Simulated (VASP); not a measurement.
# Au (P6_3/mmc) in VASP: notebook

Au is run at these levels: PBE; tasks: vibrations by perturbation theory, electric field gradients.

Program: VASP 6.6.1. These are calculated values, not measurements. Logs are shortened: lines on timing, memory, paths and dates and some standing lists are left out, and cuts for length are marked.

## (1) The cell of the first run

The structure is hexagonal, space group P6_3/mmc (No. 194). The conventional cell has a = 2.813 Å, b = 2.813 Å, c = 4.685 Å, α = 90.00°, β = 90.00°, γ = 120.00°. Au (site symmetry -6m2) has 12 Au at 2.81 to 2.85 Å within 3.7 Å.

This isn't the form of Au at room conditions, which is fcc.

## (2) Vibrations by perturbation theory, PBE

INCAR reads:

```
SYSTEM = Au
  ALGO = Normal
  EDIFF = 1E-8
  ENCUT = 520
  GGA = PE
  IBRION = 8
  ISIF = 2
  ISMEAR = -1
  LASPH = .TRUE.
  LCHARG = .TRUE.
  LREAL = .FALSE.
  LWAVE = .FALSE.
  NELM = 100
  NSW = 1
  PREC = Accurate
  SIGMA = 0.15
```

KPOINTS reads:

```
k-points
0
G
  18 18 10
  0 0 0
```

POSCAR reads:

```
Au
1.0
    2.8134518464      0.0000000000      0.0000000000
   -1.4067259232      2.4365207713      0.0000000000
    0.0000000000      0.0000000000      4.6853659681
Au
2
Direct
    0.3333333333      0.6666666667      0.7500000000
    0.6666666667      0.3333333333      0.2500000000
```

Potentials or basis: VASP PAW PBE potentials, release 64 (Au).

Run with:

```
$ cat potpaw_PBE.64/Au/POTCAR > POTCAR
$ mpirun -np 1 vasp_std > vasp.out
```

OUTCAR:

```text
SYSTEM = Au
   EDIFF = 1E-8
   ENCUT = 520
   GGA = PE
   IBRION = 8
   ISIF = 2
   ISMEAR = -1
   LASPH = .TRUE.
   LREAL = .FALSE.
   NELM = 100
   NSW = 1
   PREC = Accurate

 ion  position               nearest neighbor table
   1  0.333  0.667  0.750-   2 2.85   2 2.85   2 2.85   2 2.85   2 2.85   2 2.85
   2  0.667  0.333  0.250-   1 2.85   1 2.85   1 2.85   1 2.85   1 2.85   1 2.85

  LATTYP: Found a hexagonal cell.
 ALAT       =     2.8134518464
 C/A-ratio  =     1.6653442902

  Lattice vectors:

 A1 = (   2.8134518464,   0.0000000000,   0.0000000000)
 A2 = (  -1.4067259232,   2.4365207713,   0.0000000000)
 A3 = (   0.0000000000,   0.0000000000,   4.6853659681)

Analysis of symmetry for initial positions (statically):
=====================================================================
 Subroutine PRICEL returns:
 Original cell was already a primitive cell.

 Routine SETGRP: Setting up the symmetry group for a
 hexagonal supercell.

 Subroutine GETGRP returns: Found 24 space group operations
 (whereof 12 operations were pure point group operations)
 out of a pool of 24 trial point group operations.

The static configuration has the point symmetry D_3d.
 The point group associated with its full space group is D_6h.

Analysis of symmetry for dynamics (positions and initial velocities):
=====================================================================
 Subroutine PRICEL returns:
 Original cell was already a primitive cell.

 Routine SETGRP: Setting up the symmetry group for a
 hexagonal supercell.

 Subroutine GETGRP returns: Found 24 space group operations
 (whereof 12 operations were pure point group operations)
 out of a pool of 24 trial point group operations.

The dynamic configuration has the point symmetry D_3d.
 The point group associated with its full space group is D_6h.

 Subroutine INISYM returns: Found 24 space group operations
 (whereof 12 operations are pure point group operations),
 and found     1 'primitive' translations

----------------------------------------------------------------------------------------

                                     Primitive cell

  volume of cell :      32.1183

  direct lattice vectors                    reciprocal lattice vectors
     2.813451846  0.000000000  0.000000000     0.355435264  0.205210645  0.000000000
    -1.406725923  2.436520771  0.000000000     0.000000000  0.410421291  0.000000000
     0.000000000  0.000000000  4.685365968     0.000000000  0.000000000  0.213430500

  length of vectors
     2.813451846  2.813451846  4.685365968     0.410421291  0.410421291  0.213430500

  position of ions in fractional coordinates (direct lattice)
     0.333333333  0.666666667  0.750000000
     0.666666667  0.333333333  0.250000000

  ion indices of the primitive-cell ions
   primitive index   ion index
                 1           1
                 2           2

----------------------------------------------------------------------------------------

 KPOINTS: k-points

Automatic generation of k-mesh.
 Grid dimensions read from file:
 generate k-points for:   18   18   10

 Generating k-lattice:

  Cartesian coordinates                     Fractional coordinates (reciprocal lattice)
     0.019746404  0.011400591  0.000000000     0.055555556  0.000000000  0.000000000
     0.000000000  0.022801183  0.000000000     0.000000000  0.055555556  0.000000000
     0.000000000  0.000000000  0.021343050     0.000000000  0.000000000  0.100000000

  Length of vectors
     0.022801183  0.022801183  0.021343050

  Shift w.r.t. Gamma in fractional coordinates (k-lattice)
     0.000000000  0.000000000  0.000000000

 Subroutine IBZKPT returns following result:
 ===========================================

 Found    222 irreducible k-points:

 Following reciprocal coordinates:
            Coordinates               Weight
  0.000000  0.000000  0.000000      1.000000
  0.055556  0.000000  0.000000      6.000000
  0.111111  0.000000  0.000000      6.000000
  0.166667  0.000000  0.000000      6.000000
  0.222222  0.000000  0.000000      6.000000
  0.277778  0.000000  0.000000      6.000000
[... 16 lines left out ...]
  0.333333  0.111111  0.000000     12.000000
  0.388889  0.111111  0.000000     12.000000
 [... further k-points ...]
   k-points           NKPTS =    222   k-points in BZ     NKDIM =    222   number of bands    NBANDS=     15
   number of dos      NEDOS =    301   number of ions     NIONS =      2
   total plane-waves  NPLWV =  20736
   dimension x,y,z NGX =    24 NGY =   24 NGZ =   36
   dimension x,y,z NGXF=    48 NGYF=   48 NGZF=   72
[... 24 lines left out ...]
   NELECT =      22.0000    total number of electrons
   NUPDOWN=      -1.0000    fix difference up-down
   EMIN   =  10.00;   EMAX   =-10.00  energy-range for DOS
   EFERMI =   0.00;   METHOD = LEGACY
   ISMEAR =    -1;   SIGMA  =   0.15  broadening in eV -4-tet -1-fermi 0-gaus
   EFERMI_NEDOS =   21; number of points for ismear=-14 and -15
   IALGO  =     38    algorithm
   IMIX   =      4    mixing-type and parameters
     AMIX     =   0.40;   BMIX     =  1.00
     AMIX_MAG =   1.60;   BMIX_MAG =  1.00
  volume/ion in A,a.u.               =      16.06       108.37
  Fermi-wavevector in a.u.,A,eV,Ry     =   1.443105  2.727074 28.334852  2.082553
  Thomas-Fermi vector in A             =   2.561550
   LORBIT       =      0    0 simple, 1 ext, 2 COOP (PROOUT), +10 PAW based schemes
   GGA     = PE    functional components
   LHFCALC =     F    Hartree Fock is set to
   AEXX    =    0.0000 exact exchange contribution
   IVDW    =     0    specifies the selected vdW correction
   LEPSILON=     F    determine dielectric tensor
   LRPA    =     F    only Hartree local field effects (RPA)
 non-spin polarized calculation
  energy-cutoff  :      520.00
  volume of cell :       32.12
 maximum number of plane-waves:       882
 NGX is ok and might be reduce to    24
   NGX = 11   NGY = 11   NGZ = 17

--------------------------------------- Ionic step        1  -------------------------------------------

 number of electron      21.9999999 magnetization

 Free energy of the ion-electron system (eV)
  ---------------------------------------------------
  ext. energy  EPLUGINS =         0.00000000
  ---------------------------------------------------
  free energy    TOTEN  =        -6.21974849 eV

  energy without entropy =       -6.17433735  energy(sigma->0) =       -6.19704292

 E-fermi :  10.4828     XC(G=0): -13.0765

 val. band max:       10.4656858405   @ k =   0.1111   0.1111   0.2000
 cond. band min:      10.4835935024   @ k =   0.3889   0.1111   0.3000
 fundamental gap:      0.0179076619
 Fermi energy:        10.4827533041

 k-point     1 :       0.0000    0.0000    0.0000
  band No.  band energies     occupation
      1      -0.0051      2.00000
      2       2.5521      2.00000
      3       5.3227      2.00000
      4       5.5797      2.00000
      5       5.5797      2.00000
      6       5.9406      2.00000
      7       5.9406      2.00000
      8       6.6526      2.00000
      9       6.6526      2.00000
     10       8.2161      2.00000
     11       8.2161      2.00000
     12       9.1104      1.99979
     13      13.5945      0.00000
     14      24.9699      0.00000
[... 401 lines left out ...]
      2       3.4076      2.00000
      3       3.7289      2.00000
      4       5.4551      2.00000
      5       5.8110      2.00000
      6       5.8836      2.00000
      7       6.1363      2.00000
      8       8.1684      2.00000
      9       8.3785      2.00000
     10       8.4865      2.00000
     11      10.4147      1.22298
     12      13.5302      0.00000
     13      16.0815      0.00000
     14      18.1623      0.00000
     15      18.6605      0.00000

 [... further k-points ...]

------------------------ aborting loop because EDIFF is reached ----------------------------------------

  FORCE on cell =-STRESS in cart. coord.  units (eV):
  Direction    XX          YY          ZZ          XY          YZ          ZX
  --------------------------------------------------------------------------------------
  -------------------------------------------------------------------------------------
  Total        4.3374956      4.3374956      4.3332117      0.0000000      0.0000000      0.0000000
  in kB      216.3697304    216.3697304    216.1560339      0.0000000      0.0000000      0.0000000
  external PRESSURE =     216.2984983 kB  Pullay stress =       0.0000000 kB

 VOLUME and BASIS-vectors are now :
 -----------------------------------------------------------------------------
  energy-cutoff  :      520.00
  volume of cell :       32.12
      direct lattice vectors                 reciprocal lattice vectors
     2.813451846  0.000000000  0.000000000     0.355435264  0.205210645  0.000000000
    -1.406725923  2.436520771  0.000000000     0.000000000  0.410421291  0.000000000
     0.000000000  0.000000000  4.685365968     0.000000000  0.000000000  0.213430500

 POSITION                                       TOTAL-FORCE (eV/Angst)
 -----------------------------------------------------------------------------------
     -0.00000      1.62435      3.51402        -0.000000      0.000000      0.000000
      1.40673      0.81217      1.17134         0.000000     -0.000000      0.000000
 -----------------------------------------------------------------------------------
    total drift:                               -0.000000      0.000000     -0.000000

  FREE ENERGIE OF THE ION-ELECTRON SYSTEM (eV)
  ---------------------------------------------------
  free  energy   TOTEN  =        -6.2197484899 eV

  energy  without entropy=       -6.1743373480  energy(sigma->0) =       -6.19704292

[... ionic steps 2 to 3 ...]

--------------------------------------- Ionic step        4  -------------------------------------------

------------------------ aborting loop because EDIFF is reached ----------------------------------------

[... ionic steps 5 to 5 ...]

--------------------------------------- Ionic step        6  -------------------------------------------

 Free energy of the ion-electron system (eV)
  ---------------------------------------------------
  ---------------------------------------------------
  free energy    TOTEN  =        -0.31407570 eV

  energy without entropy =       -0.31407570

------------------------ aborting loop because EDIFF is reached ----------------------------------------

 INTERNAL STRAIN TENSOR  FOR ION    1  DIRECTION 3   (eV/Angst):
 -----------------------------------------------------------------------------
     0.01449  0.00000  0.00000
     0.00000  0.01449 -0.00000
     0.00000 -0.00000 -0.01895

 INTERNAL STRAIN TENSOR FOR ION    2 for displacements in x,y,z  (eV/Angst):
          X           Y           Z          XY          YZ          ZX
  --------------------------------------------------------------------------------
  x     0.00000     0.00000     0.00000     1.32615     0.00000     0.00000
  y     1.32615    -1.32615     0.00000     0.00000     0.00000     0.00000
  z     0.00000     0.00000    -0.00000     0.00000     0.00000     0.00000

 SECOND DERIVATIVES (NOT SYMMETRIZED)
 ------------------------------------
               1X          1Y          1Z          2X          2Y          2Z
  1X    -1.028257   -0.000000    0.000000    1.028257    0.000000    0.000000
  1Y     0.000000   -1.028257    0.000000    0.000000    1.028257    0.000000
  1Z     0.000000    0.000000  -11.943157   -0.000000    0.000000   11.943157
  2X     1.028257    0.000000    0.000000   -1.028257   -0.000000    0.000000
  2Y     0.000000    1.028257    0.000000    0.000000   -1.028257    0.000000
  2Z    -0.000000    0.000000   11.943157    0.000000    0.000000  -11.943157

 Eigenvectors and eigenvalues of the dynamical matrix
 ----------------------------------------------------

   1 f  =    5.444145 THz    34.206570 2PiTHz  181.597120 cm-1    22.515163 meV
             X         Y         Z           dx          dy          dz
     -0.000000  1.624347  3.514024    -0.000000    0.000000    0.707107
      1.406726  0.812174  1.171341     0.000000    0.000000   -0.707107
[... 16 lines left out ...]
   5 f  =    0.000000 THz     0.000000 2PiTHz    0.000000 cm-1     0.000000 meV
             X         Y         Z           dx          dy          dz
     -0.000000  1.624347  3.514024     0.707107    0.000000    0.000000
      1.406726  0.812174  1.171341     0.707107    0.000000    0.000000

   6 f/i=    0.000000 THz     0.000000 2PiTHz    0.000000 cm-1     0.000000 meV
             X         Y         Z           dx          dy          dz
     -0.000000  1.624347  3.514024     0.000000    0.434352   -0.557977
      1.406726  0.812174  1.171341    -0.000000    0.434352   -0.557977

--------------------------------------------------------------------------------------------------------

 ELASTIC MODULI CONTR FROM IONIC RELAXATION (kBar)
 Direction    XX          YY          ZZ          XY          YZ          ZX
 --------------------------------------------------------------------------------
 XX         -85.3182     85.3182      0.0000     -0.0000     -0.0000      0.0000
 YY          85.3182    -85.3182     -0.0000      0.0000      0.0000      0.0000
 ZZ           0.0000     -0.0000     -0.0000      0.0000      0.0000      0.0000
 XY          -0.0000      0.0000      0.0000    -85.3182     -0.0000      0.0000
 YZ          -0.0000      0.0000      0.0000     -0.0000     -0.0000      0.0000
 ZX           0.0000      0.0000      0.0000      0.0000      0.0000      0.0000
 --------------------------------------------------------------------------------
```

Wall time 6.9 min (1 thread of Intel Xeon Platinum 8488C (Sapphire Rapids), shared host); peak memory 0.93 GiB.

Results:

- Highest phonon frequency at Γ: 182 cm⁻¹

Phonon frequencies in cm⁻¹ (negative: imaginary):
```csv
q point,frequencies
"(0.000, 0.000, 0.000)",0 0 0 53 53 182
```

Caveat: the cell stands under pressure or tension, which shifts response properties; spin-orbit coupling is left out, which moves the levels of the heavy elements.

[end of part 1 of 2]
